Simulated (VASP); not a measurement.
# Zn (Fm-3m) in VASP: further runs

Zn is run at these levels: PBE; tasks: single point, relaxation of cell and atoms.

Everything below comes from runs of VASP 6.6.1. Logs are shortened: lines on timing, memory, paths and dates and some standing lists are left out, and cuts for length are marked.

## Step 1: The cell of the first run

It takes space group Fm-3m (No. 225, cubic). The conventional cell has a = 3.929 Å, b = 3.929 Å, c = 3.929 Å, α = 90.00°, β = 90.00°, γ = 90.00°. Within 3.7 Å of Zn (site symmetry m-3m) lie 12 Zn at 2.78 Å.

## Step 2: Single point, PBE

Contents of INCAR:

```
SYSTEM = Zn
PREC = Accurate
ENCUT = 500
EDIFF = 1E-6
ISMEAR = 0
SIGMA = 0.1
LREAL = .FALSE.
LASPH = .TRUE.
NELM = 120
ALGO = Normal
ISIF = 2
LWAVE = .FALSE.
LCHARG = .FALSE.
GGA = PE
NBANDS = 12
GGA_COMPAT = .FALSE.
```

Contents of KPOINTS:

```
Automatic mesh
0
G
  18 18 18
  0 0 0
```

Contents of POSCAR:

```
Zn
1.0
    0.0000000000      1.9643393415      1.9643393415
    1.9643393415      0.0000000000      1.9643393415
    1.9643393415      1.9643393415      0.0000000000
Zn
1
Direct
    0.0000000000      0.0000000000      0.0000000000
```

Potentials or basis: VASP PAW PBE potentials, release 64 (Zn).

Run with:

```console
$ cat potpaw_PBE.64/Zn/POTCAR > POTCAR
$ mpirun -np 1 vasp_std > vasp.out
```

OUTCAR:

```text
SYSTEM = Zn
   PREC = Accurate
   ENCUT = 500
   EDIFF = 1E-6
   ISMEAR = 0
   LREAL = .FALSE.
   LASPH = .TRUE.
   NELM = 120
   ISIF = 2
   GGA = PE

 ion  position               nearest neighbor table
   1  0.000  0.000  0.000-

  LATTYP: Found a face centered cubic cell.
 ALAT       =     3.9286786830

  Lattice vectors:

 A1 = (   0.0000000000,   1.9643393415,   1.9643393415)
 A2 = (   1.9643393415,   0.0000000000,   1.9643393415)
 A3 = (   1.9643393415,   1.9643393415,   0.0000000000)

Analysis of symmetry for initial positions (statically):
=====================================================================
 Subroutine PRICEL returns:
 Original cell was already a primitive cell.

 Routine SETGRP: Setting up the symmetry group for a
 face centered cubic supercell.

 Subroutine GETGRP returns: Found 48 space group operations
 (whereof 48 operations were pure point group operations)
 out of a pool of 48 trial point group operations.

The static configuration has the point symmetry O_h .

Analysis of symmetry for dynamics (positions and initial velocities):
=====================================================================
 Subroutine PRICEL returns:
 Original cell was already a primitive cell.

 Routine SETGRP: Setting up the symmetry group for a
 face centered cubic supercell.

 Subroutine GETGRP returns: Found 48 space group operations
 (whereof 48 operations were pure point group operations)
 out of a pool of 48 trial point group operations.

The dynamic configuration has the point symmetry O_h .

 Subroutine INISYM returns: Found 48 space group operations
 (whereof 48 operations are pure point group operations),
 and found     1 'primitive' translations

----------------------------------------------------------------------------------------

                                     Primitive cell

  volume of cell :      15.1593

  direct lattice vectors                    reciprocal lattice vectors
     0.000000000  1.964339341  1.964339341    -0.254538505  0.254538505  0.254538505
     1.964339341  0.000000000  1.964339341     0.254538505 -0.254538505  0.254538505
     1.964339341  1.964339341  0.000000000     0.254538505  0.254538505 -0.254538505

  length of vectors
     2.777995338  2.777995338  2.777995338     0.440873624  0.440873624  0.440873624

  position of ions in fractional coordinates (direct lattice)
     0.000000000  0.000000000  0.000000000

  ion indices of the primitive-cell ions
   primitive index   ion index
                 1           1

----------------------------------------------------------------------------------------

 KPOINTS: Automatic mesh

Automatic generation of k-mesh.
 Grid dimensions read from file:
 generate k-points for:   18   18   18

 Generating k-lattice:

  Cartesian coordinates                     Fractional coordinates (reciprocal lattice)
    -0.014141028  0.014141028  0.014141028     0.055555556  0.000000000  0.000000000
     0.014141028 -0.014141028  0.014141028     0.000000000  0.055555556  0.000000000
     0.014141028  0.014141028 -0.014141028     0.000000000  0.000000000  0.055555556

  Length of vectors
     0.024492979  0.024492979  0.024492979

  Shift w.r.t. Gamma in fractional coordinates (k-lattice)
     0.000000000  0.000000000  0.000000000

 Subroutine IBZKPT returns following result:
 ===========================================

 Found    195 irreducible k-points:

 Following reciprocal coordinates:
            Coordinates               Weight
  0.000000  0.000000  0.000000      1.000000
  0.055556  0.000000  0.000000      8.000000
  0.111111  0.000000  0.000000      8.000000
  0.166667  0.000000  0.000000      8.000000
  0.222222  0.000000  0.000000      8.000000
  0.277778  0.000000  0.000000      8.000000
[... 16 lines left out ...]
 -0.277778  0.055556  0.000000     24.000000
 -0.222222  0.055556  0.000000     24.000000
 [... further k-points ...]
   k-points           NKPTS =    195   k-points in BZ     NKDIM =    195   number of bands    NBANDS=     12
   number of dos      NEDOS =    301   number of ions     NIONS =      1
   total plane-waves  NPLWV =   8000
   dimension x,y,z NGX =    20 NGY =   20 NGZ =   20
   dimension x,y,z NGXF=    40 NGYF=   40 NGZF=   40
   ions per type =               1
   NGX,Y,Z   is equivalent  to a cutoff of  11.97, 11.97, 11.97 a.u.
   NGXF,Y,Z  is equivalent  to a cutoff of  23.94, 23.94, 23.94 a.u.
 SYSTEM =  Zn
   PREC   = accura    normal or accurate (medium, high low for compatibility)
   ISTART =      0    job   : 0-new  1-cont  2-samecut
   ICHARG =      2    charge: 1-file 2-atom 10-const
   ISPIN  =      1    spin polarized calculation?
   LNONCOLLINEAR =      F non collinear calculations
   LSORBIT =      F    spin-orbit coupling
   LASPH  =      T    aspherical Exc in radial PAW
   ENCUT  =  500.0 eV  36.75 Ry    6.06 a.u.   5.06  5.06  5.06*2*pi/ulx,y,z
   NELM   =    120;   NELMIN=  2; NELMDL= -5     # of ELM steps
   EDIFF  = 0.1E-05   stopping-criterion for ELM
   LREAL  =      F    real-space projection
   EDIFFG = 0.1E-04   stopping-criterion for IOM
   NSW    =      0    number of steps for IOM
   IBRION =     -1    ionic relax: 0-MD 1-quasi-New 2-CG
   NFREE  =      0    steps in history (QN), initial steepest desc. (CG)
   ISIF   =      2    stress and relaxation
   ISYM   =      2    0-nonsym 1-usesym 2-fastsym
   POTIM  = 0.5000    time-step for ionic-motion
   TEBEG  =    0.0;   TEEND  =   0.0 temperature during run
   PSTRESS=    0.0 pullay stress
   NELECT =      12.0000    total number of electrons
   NUPDOWN=      -1.0000    fix difference up-down
   EMIN   =  10.00;   EMAX   =-10.00  energy-range for DOS
   EFERMI =   0.00;   METHOD = LEGACY
   ISMEAR =     0;   SIGMA  =   0.10  broadening in eV -4-tet -1-fermi 0-gaus
   EFERMI_NEDOS =   21; number of points for ismear=-14 and -15
   IALGO  =     38    algorithm
   IMIX   =      4    mixing-type and parameters
     AMIX     =   0.40;   BMIX     =  1.00
     AMIX_MAG =   1.60;   BMIX_MAG =  1.00
  volume/ion in A,a.u.               =      15.16       102.30
  Fermi-wavevector in a.u.,A,eV,Ry     =   1.514405  2.861811 31.203912  2.293423
  Thomas-Fermi vector in A             =   2.624067
   LORBIT       =      0    0 simple, 1 ext, 2 COOP (PROOUT), +10 PAW based schemes
   GGA     = PE    functional components
   LHFCALC =     F    Hartree Fock is set to
   AEXX    =    0.0000 exact exchange contribution
   IVDW    =     0    specifies the selected vdW correction
   LEPSILON=     F    determine dielectric tensor
   LRPA    =     F    only Hartree local field effects (RPA)
 non-spin polarized calculation
 Gauss-broadening in eV      SIGMA  =   0.10
  energy-cutoff  :      500.00
  volume of cell :       15.16
 maximum number of plane-waves:       397
   NGX = 11   NGY = 11   NGZ = 11

 number of electron      11.9999991 magnetization

 Free energy of the ion-electron system (eV)
  ---------------------------------------------------
  ext. energy  EPLUGINS =         0.00000000
  ---------------------------------------------------
  free energy    TOTEN  =        -1.08533662 eV

  energy without entropy =       -1.08406490  energy(sigma->0) =       -1.08470076

 E-fermi :   3.0256     XC(G=0): -11.5804

 val. band max:        2.9947511523   @ k =  -0.3889   0.4444   0.0556
 cond. band min:       3.0860149222   @ k =  -0.3333   0.3333   0.1667
 fundamental gap:      0.0912637699
 Fermi energy:         3.0255604904

 k-point     1 :       0.0000    0.0000    0.0000
  band No.  band energies     occupation
      1      -7.2711      2.00000
      2      -4.5342      2.00000
      3      -4.5342      2.00000
      4      -4.5342      2.00000
      5      -4.1542      2.00000
      6      -4.1542      2.00000
      7      21.3679      0.00000
      8      21.3679      0.00000
      9      21.3679      0.00000
     10      21.9859      0.00000
     11      24.1443      0.00000
     12      24.1443      0.00000

 k-point     2 :       0.0556    0.0000    0.0000
  band No.  band energies     occupation
      1      -7.1778      2.00000
      2      -4.5421      2.00000
      3      -4.5235      2.00000
      4      -4.5235      2.00000
      5      -4.1574      2.00000
      6      -4.1574      2.00000
      7      19.6283      0.00000
      8      21.0544      0.00000
      9      21.0544      0.00000
     10      21.7964      0.00000
     11      24.6159      0.00000
     12      24.6159      0.00000

 k-point     3 :       0.1111    0.0000    0.0000
  band No.  band energies     occupation
      1      -6.9020      2.00000
      2      -4.5599      2.00000
      3      -4.4956      2.00000
      4      -4.4956      2.00000
      5      -4.1631      2.00000
      6      -4.1631      2.00000
      7      16.9195      0.00000
      8      20.4436      0.00000
      9      20.4436      0.00000
     10      21.6863      0.00000
     11      25.6947      0.00000
     12      25.6947      0.00000
[... 286 lines left out ...]
 k-point    23 :      -0.2778    0.0556    0.0000
  band No.  band energies     occupation
      1      -5.3293      2.00000
      2      -4.4796      2.00000
      3      -4.4562      2.00000
      4      -4.1767      2.00000
      5      -4.0924      2.00000
      6      -3.7030      2.00000
      7       8.4994      0.00000
      8      16.8127      0.00000
      9      19.8991      0.00000
     10      21.3811      0.00000
     11      23.1575      0.00000
     12      24.1842      0.00000

 k-point    24 :      -0.2222    0.0556    0.0000
  band No.  band energies     occupation
      1      -5.6734      2.00000
      2      -4.5116      2.00000
      3      -4.4372      2.00000
      4      -4.4112      2.00000
      5      -4.1618      2.00000
      6      -4.0069      2.00000
      7      10.8888      0.00000
      8      17.0792      0.00000
      9      20.4797      0.00000
     10      21.8492      0.00000
     11      24.0559      0.00000
     12      24.6744      0.00000

 [... further k-points ...]

------------------------ aborting loop because EDIFF is reached ----------------------------------------

  FORCE on cell =-STRESS in cart. coord.  units (eV):
  Direction    XX          YY          ZZ          XY          YZ          ZX
  --------------------------------------------------------------------------------------
  -------------------------------------------------------------------------------------
  Total        0.0365399      0.0365399      0.0365399      0.0000000      0.0000000      0.0000000
  in kB        3.8618744      3.8618744      3.8618744      0.0000000      0.0000000      0.0000000
  external PRESSURE =       3.8618744 kB  Pullay stress =       0.0000000 kB

 VOLUME and BASIS-vectors are now :
 -----------------------------------------------------------------------------
  energy-cutoff  :      500.00
  volume of cell :       15.16
      direct lattice vectors                 reciprocal lattice vectors
     0.000000000  1.964339341  1.964339341    -0.254538505  0.254538505  0.254538505
     1.964339341  0.000000000  1.964339341     0.254538505 -0.254538505  0.254538505
     1.964339341  1.964339341  0.000000000     0.254538505  0.254538505 -0.254538505

 POSITION                                       TOTAL-FORCE (eV/Angst)
 -----------------------------------------------------------------------------------
      0.00000      0.00000      0.00000         0.000000      0.000000      0.000000
 -----------------------------------------------------------------------------------
    total drift:                                0.000000      0.000000      0.000000

  FREE ENERGIE OF THE ION-ELECTRON SYSTEM (eV)
  ---------------------------------------------------
  free  energy   TOTEN  =        -1.0853366194 eV

  energy  without entropy=       -1.0840649033  energy(sigma->0) =       -1.08470076
```

Wall time 14 s (1 thread of Intel Xeon Platinum 8488C (Sapphire Rapids), shared host); peak memory 0.14 GiB.

What came out:

| Item | Value |
| --- | --- |
| Free energy | -1.0853 eV |
| Pressure | 0.4 GPa |
| Band gap on the k mesh | zero (band 6 reaches 4.73 eV, above the bottom of band 7 at 1.71 eV) |

## Step 3: Relaxation of cell and atoms, PBE

Contents of INCAR:

```
SYSTEM = Zn
PREC     = Accurate       ! precision mode
ENCUT    = 500            ! plane-wave cutoff, eV
EDIFF    = 1E-7           ! SCF threshold, eV
ISMEAR   = 0              ! smearing method
SIGMA    = 0.1            ! smearing width, eV
LREAL    = .False.        ! projectors in reciprocal space
LASPH    = .True.         ! aspherical terms in the spheres
NELM     = 120            ! most SCF steps
ALGO     = Normal         ! electronic algorithm
ISIF     = 3              ! what is computed and relaxed
LWAVE    = .False.        ! write WAVECAR
LCHARG   = .False.        ! write CHGCAR
GGA      = PE             ! functional
IBRION   = 2              ! ionic algorithm
NSW      = 100            ! ionic steps
EDIFFG   = -0.005         ! ionic threshold
GGA_COMPAT= .False.      
NELMIN   = 4
```

Contents of KPOINTS:

```
regular mesh
0
Gamma
  18 18 18
  0 0 0
```

Contents of POSCAR:

```
Zn
1.0
    0.0000000000      1.9647760000      1.9647760000
    1.9647760000      0.0000000000      1.9647760000
    1.9647760000      1.9647760000      0.0000000000
Zn
1
Direct
    0.0000000000      0.0000000000      0.0000000000
```

Potentials or basis: VASP PAW PBE potentials, release 64 (Zn).

Run with:

```console
$ cat potpaw_PBE.64/Zn/POTCAR > POTCAR
$ mpirun -np 1 vasp_std > vasp.out
```

Wall time 21 s (1 thread of Intel Xeon Platinum 8488C (Sapphire Rapids), shared host); peak memory 0.14 GiB.

Results (log left out):

```yaml
Free_energy: -1.0854 eV
Relaxed_volume: 15.22 Å³/atom
Relaxed_cell: a = 2.782 Å, b = 2.782 Å, c = 2.782 Å, α = 60.00°, β = 60.00°, γ = 60.00°
Space_group_after_relaxing_to_0.05_Å: Fm-3m (No. 225)
Energy_gained_by_relaxing: 0.0 meV/atom
Ionic_steps: 2
Pressure_after_relaxing: 0.0 GPa
Band_gap_on_the_k_mesh: zero (band 6 reaches 4.69 eV, above the bottom of band 7 at 1.67 eV)
```

Final structure:
```xyz
1
Lattice="0.0000 1.9671 1.9671 1.9671 0.0000 1.9671 1.9671 1.9671 0.0000" Properties=species:S:1:pos:R:3 pbc="T T T"
Zn    1.9671    3.9342    1.9671
```

Levels at points of the mesh, in eV from the Fermi level:
```
           k point  band 2  band 3  band 4  band 5  band 6  band 7  band 8  band 9  band 10
(0.00, 0.00, 0.00)   -7.55   -7.55   -7.55   -7.17   -7.17   18.28   18.28   18.28    18.93
(0.50, 0.00, 0.00)   -7.55   -7.55   -6.89   -6.89   -2.82   -1.32   15.27   15.27    17.47
(0.50, 0.50, 0.00)   -8.15   -6.90   -6.82   -6.82   -0.92    1.78    8.47    8.47    12.12
```
